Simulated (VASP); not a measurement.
# Si3N4 (P6_3/m) in VASP: further runs, part 2 of 2

VASP 6.6.1. The steps go on from the part before.

**4. Single point, PBE (z stretched by +1 %, then relaxed in part)**

The input, INCAR:

```
PREC = Accurate
ENCUT = 520
EDIFF = 1E-6
ISMEAR = -1
SIGMA = 0.02
LREAL = F
LASPH = T
NELM = 80
ALGO = Normal
ISIF = 2
LWAVE = F
LCHARG = F
GGA = PE
NBANDS = 45
```

The input, KPOINTS:

```
Automatic mesh
0
Gamma
  4 4 10
```

The input, POSCAR:

```
Si3N4
1.0
    7.5950000000      0.0000000000      0.0000000000
   -3.7975000000      6.5774629417      0.0000000000
    0.0000000000      0.0000000000      2.9313230000
Si N
6 8
Direct
    0.7681673590      0.1738971221      0.3256297316
    0.5942702370      0.7681673590      0.8256297316
    0.8261028779      0.5942702370      0.3256297316
    0.2318326410      0.8261028779      0.8256297316
    0.4057297630      0.2318326410      0.3256297316
    0.1738971221      0.4057297630      0.8256297316
    0.0306300098      0.3298009288      0.3256314841
    0.7008290810      0.0306300098      0.8256314841
    0.6701990712      0.7008290810      0.3256314841
    0.9693699902      0.6701990712      0.8256314841
    0.2991709190      0.9693699902      0.3256314841
    0.3298009288      0.2991709190      0.8256314841
    0.3333333333      0.6666666667     -0.1743836470
    0.6666666667      0.3333333333      0.3256163530
```

The run is started by

```console
> cat potpaw_PBE.64/Si/POTCAR potpaw_PBE.64/N/POTCAR > POTCAR
> mpirun -np 1 vasp_std > vasp.out
```

Run time: 95 s. Hardware: 1 thread of Intel Xeon Platinum 8488C (Sapphire Rapids), shared host; peak memory 0.31 GiB.

The run converged. Its results:

```
Free energy            : -114.5048 eV
Pressure               : 3.6 GPa
Largest force          : 0.013 eV/Å
Band gap on the k mesh : 4.14 eV (least direct gap 4.40 eV)
```

Forces in eV/Å, atoms in the order of the input:
```
Si  -0.004 -0.012  0.000
Si   0.008 -0.010  0.000
Si   0.013  0.002  0.000
Si   0.004  0.012  0.000
Si  -0.008  0.010  0.000
Si  -0.013 -0.002  0.000
N    0.009  0.002  0.000
N    0.003  0.009  0.000
N   -0.006  0.007  0.000
N   -0.009 -0.002  0.000
N   -0.003 -0.009  0.000
N    0.006 -0.007  0.000
N    0.000  0.000  0.000
N    0.000  0.000  0.000
```

Stress tensor (GPa, compression positive):
```
4.96 0.00 0.00
0.00 4.96 0.00
0.00 0.00 0.76
```

Levels at points of the mesh, in eV from the valence-band top:
| k point | band 29 | band 30 | band 31 | band 32 | band 33 | band 34 | band 35 | band 36 |
| --- | --- | --- | --- | --- | --- | --- | --- | --- |
| (0.00, 0.00, 0.00) | -1.27 | -0.53 | -0.38 | -0.26 | 4.14 | 4.65 | 4.75 | 4.75 |
| (0.50, 0.00, 0.00) | -1.34 | -0.76 | -0.39 | -0.32 | 4.51 | 4.55 | 4.69 | 5.16 |
| (0.00, 0.00, 0.50) | -1.62 | -1.62 | -1.33 | -1.33 | 4.75 | 4.75 | 4.75 | 4.75 |
| (0.50, 0.00, 0.50) | -1.50 | -1.50 | -1.04 | -1.04 | 4.85 | 4.85 | 5.86 | 5.86 |

Caveat: the cell differs from its parent crystal (z stretched by +1 %, then relaxed in part); the cell stands under pressure.

**5. Single point, PBE (10.77 Å³/atom)**

This run uses another cell than the first one, of 10.77 Å³/atom.

The input, INCAR:

```
SYSTEM = Si3N4
  ALGO = Normal
  EDIFF = 1E-6
  ENCUT = 520
  GGA = PE
  ISIF = 2
  ISMEAR = -1
  LASPH = .TRUE.
  LCHARG = .FALSE.
  LREAL = .FALSE.
  LWAVE = .FALSE.
  NBANDS = 45
  NELM = 100
  PREC = Accurate
  SIGMA = 0.02
```

The input, KPOINTS:

```
k-points
0
G
  4 4 10
  0 0 0
```

The input, POSCAR:

```
Si3N4
1.0
    7.6949456720      0.0000000000      0.0000000000
   -3.8474728360      6.6640184327      0.0000000000
    0.0000000000      0.0000000000      2.9404925377
Si N
6 8
Direct
    0.7696335138      0.1756256307      0.3256282566
    0.5940078831      0.7696335138      0.8256282566
    0.8243743693      0.5940078831      0.3256282566
    0.2303664862      0.8243743693      0.8256282566
    0.4059921169      0.2303664862      0.3256282566
    0.1756256307      0.4059921169      0.8256282566
    0.0315468713      0.3300734266      0.3256282973
    0.7014734446      0.0315468713      0.8256282973
    0.6699265734      0.7014734446      0.3256282973
    0.9684531287      0.6699265734      0.8256282973
    0.2985265554      0.9684531287      0.3256282973
    0.3300734266      0.2985265554      0.8256282973
    0.3333333333      0.6666666667     -0.1743696615
    0.6666666667      0.3333333333      0.3256303385
```

Potentials or basis: VASP PAW PBE potentials, release 64 (Si, N).

The run is started by

```console
> cat potpaw_PBE.64/Si/POTCAR potpaw_PBE.64/N/POTCAR > POTCAR
> mpirun -np 1 vasp_std > vasp.out
```

OUTCAR:

```text
SYSTEM = Si3N4
   EDIFF = 1E-6
   ENCUT = 520
   GGA = PE
   ISIF = 2
   ISMEAR = -1
   LASPH = .TRUE.
   LREAL = .FALSE.
   NELM = 100
   PREC = Accurate

 ion  position               nearest neighbor table
   1  0.770  0.176  0.326-  14 1.75   7 1.75   8 1.76   8 1.76   5 3.03   3 3.03   6 3.09   6 3.09
                             2 3.09   2 3.09
   2  0.594  0.770  0.826-  13 1.75   8 1.75   9 1.76   9 1.76   4 3.03   6 3.03   3 3.09   3 3.09
                             1 3.09   1 3.09
   3  0.824  0.594  0.326-  14 1.75   9 1.75  10 1.76  10 1.76   5 3.03   1 3.03   2 3.09   2 3.09
                             4 3.09   4 3.09
   4  0.230  0.824  0.826-  13 1.75  10 1.75  11 1.76  11 1.76   2 3.03   6 3.03   3 3.09   3 3.09
                             5 3.09   5 3.09
   5  0.406  0.230  0.326-  14 1.75  11 1.75  12 1.76  12 1.76   1 3.03   3 3.03   6 3.09   6 3.09
                             4 3.09   4 3.09
   6  0.176  0.406  0.826-  13 1.75  12 1.75   7 1.76   7 1.76   2 3.03   4 3.03   5 3.09   5 3.09
                             1 3.09   1 3.09
   7  0.032  0.330  0.326-   1 1.75   6 1.76   6 1.76
[... 1354 lines left out ...]

  FORCE on cell =-STRESS in cart. coord.  units (eV):
  Direction    XX          YY          ZZ          XY          YZ          ZX
  --------------------------------------------------------------------------------------
  -------------------------------------------------------------------------------------
  Total       -2.8955487     -2.8955487     -3.3533827     -0.0000001      0.0000000     -0.0000000
  in kB      -30.7666082    -30.7666082    -35.6313163     -0.0000007      0.0000000     -0.0000000
  external PRESSURE =     -32.3881776 kB  Pullay stress =       0.0000000 kB

 VOLUME and BASIS-vectors are now :
 -----------------------------------------------------------------------------
  energy-cutoff  :      520.00
  volume of cell :      150.79
      direct lattice vectors                 reciprocal lattice vectors
     7.694945672  0.000000000  0.000000000     0.129955433  0.075029804  0.000000000
    -3.847472836  6.664018433  0.000000000     0.000000000  0.150059609  0.000000000
     0.000000000  0.000000000  2.940492538     0.000000000  0.000000000  0.340079081

 POSITION                                       TOTAL-FORCE (eV/Angst)
 -----------------------------------------------------------------------------------
      5.24657      1.17037      0.95751        -0.000362      0.005013      0.000000
      1.60971      5.12885      2.42775        -0.004523      0.002193      0.000000
      4.05809      3.95848      0.95751        -0.004161     -0.002821      0.000000
     -1.39910      5.49365      2.42775         0.000362     -0.005013      0.000000
      2.23776      1.53517      0.95751         0.004523     -0.002193      0.000000
     -0.21061      2.70554      2.42775         0.004161      0.002821      0.000000
     -1.02720      2.19962      0.95751        -0.002385      0.002970      0.000000
      5.27642      0.21023      2.42775        -0.003765     -0.000581      0.000000
      2.45615      4.67463      0.95751        -0.001379     -0.003551      0.000000
      4.87467      4.46440      2.42775         0.002385     -0.002970      0.000000
     -1.42895      6.45379      0.95751         0.003765      0.000581      0.000000
      1.39132      1.98939      2.42775         0.001379      0.003551      0.000000
     -0.00000      4.44268      2.42776        -0.000000      0.000000      0.000000
      3.84747      2.22134      0.95751        -0.000000      0.000000     -0.000000
 -----------------------------------------------------------------------------------
    total drift:                                0.000000     -0.000000     -0.010139

  FREE ENERGIE OF THE ION-ELECTRON SYSTEM (eV)
  ---------------------------------------------------
  free  energy   TOTEN  =      -114.5242739122 eV

  energy  without entropy=     -114.5242739122  energy(sigma->0) =     -114.52427391
```

OSZICAR:

```text
N       E                     dE             d eps       ncg     rms          rms(c)
DAV:   1     0.282716299660E+03    0.28272E+03   -0.31590E+04  2160   0.131E+03
DAV:   2    -0.106950470161E+03   -0.38967E+03   -0.37295E+03  2794   0.276E+02
DAV:   3    -0.130330429588E+03   -0.23380E+02   -0.23211E+02  2744   0.711E+01
DAV:   4    -0.130714236760E+03   -0.38381E+00   -0.38260E+00  2736   0.974E+00
DAV:   5    -0.130723474213E+03   -0.92375E-02   -0.92272E-02  2678   0.145E+00    0.285E+01
DAV:   6    -0.114585898043E+03    0.16138E+02   -0.58657E+01  2614   0.305E+01    0.126E+01
DAV:   7    -0.114562543967E+03    0.23354E-01   -0.29162E+00  2736   0.700E+00    0.612E+00
DAV:   8    -0.114521504376E+03    0.41040E-01   -0.15247E-01  2606   0.193E+00    0.215E+00
DAV:   9    -0.114521603576E+03   -0.99199E-04   -0.35383E-02  2752   0.987E-01    0.316E-01
DAV:  10    -0.114523549569E+03   -0.19460E-02   -0.41277E-03  2446   0.277E-01    0.175E-01
DAV:  11    -0.114524213492E+03   -0.66392E-03   -0.97625E-04  2480   0.160E-01    0.287E-02
DAV:  12    -0.114524251290E+03   -0.37798E-04   -0.57433E-05  2664   0.410E-02    0.115E-02
DAV:  13    -0.114524269509E+03   -0.18220E-04   -0.17558E-05  2464   0.200E-02    0.501E-03
DAV:  14    -0.114524273408E+03   -0.38990E-05   -0.35515E-06  2384   0.942E-03    0.290E-03
DAV:  15    -0.114524273912E+03   -0.50384E-06   -0.14213E-06  1992   0.514E-03
   1 F= -.11452427E+03 E0= -.11452427E+03  d E =-.234559E-11
```

Run time: 1.8 min. Hardware: 1 thread of Intel Xeon Platinum 8488C (Sapphire Rapids), shared host; peak memory 0.33 GiB.

What came out:

| Item | Value |
| --- | --- |
| Free energy | -114.5243 eV |
| Pressure | -3.2 GPa |
| Largest force | 0.005 eV/Å |
| Band gap on the k mesh | 4.19 eV (least direct gap 4.38 eV) |

Forces on the atoms (eV/Å):
```
Si   0.000  0.005  0.000
Si  -0.005  0.002  0.000
Si  -0.004 -0.003  0.000
Si   0.000 -0.005  0.000
Si   0.005 -0.002  0.000
Si   0.004  0.003  0.000
N   -0.002  0.003  0.000
N   -0.004 -0.001  0.000
N   -0.001 -0.004  0.000
N    0.002 -0.003  0.000
N    0.004  0.001  0.000
N    0.001  0.004  0.000
N    0.000  0.000  0.000
N    0.000  0.000  0.000
```

Caveat: the cell stands under tension.

**6. The runs side by side**

| cell | gap on the mesh (eV) | pressure (GPa) | largest force (eV/Å) |
| --- | --- | --- | --- |
| a = 7.492, b = 7.492, c = 2.863 Å, angles 90.0, 90.0, 120.0°, 14 atoms, atomic positions A | 4.51 | 17.5 | 0.02 |
| a = 7.544, b = 7.544, c = 2.883 Å, angles 90.0, 90.0, 120.0°, 14 atoms, atomic positions B | 4.43 | 11.6 | 0.01 |
| a = 7.595, b = 7.595, c = 2.931 Å, angles 90.0, 90.0, 120.0°, 14 atoms, atomic positions C | 4.14 | 3.6 | 0.01 |
| a = 7.695, b = 7.695, c = 2.940 Å, angles 90.0, 90.0, 120.0°, 14 atoms, atomic positions D | 4.19 | -3.2 | 0.01 |

Alike in all rows: task single point; level PBE; potentials or basis VASP PAW PBE potentials, release 64 (Si, N); no spin polarisation; k mesh 4 × 4 × 10; cutoff (eV) 520; smearing fermi-dirac 0.02 eV.

Caveats: the cell stands under pressure (at least some runs); the cell stands under tension (at least some runs).

Absolute energies hang on the potentials; compare differences alone.
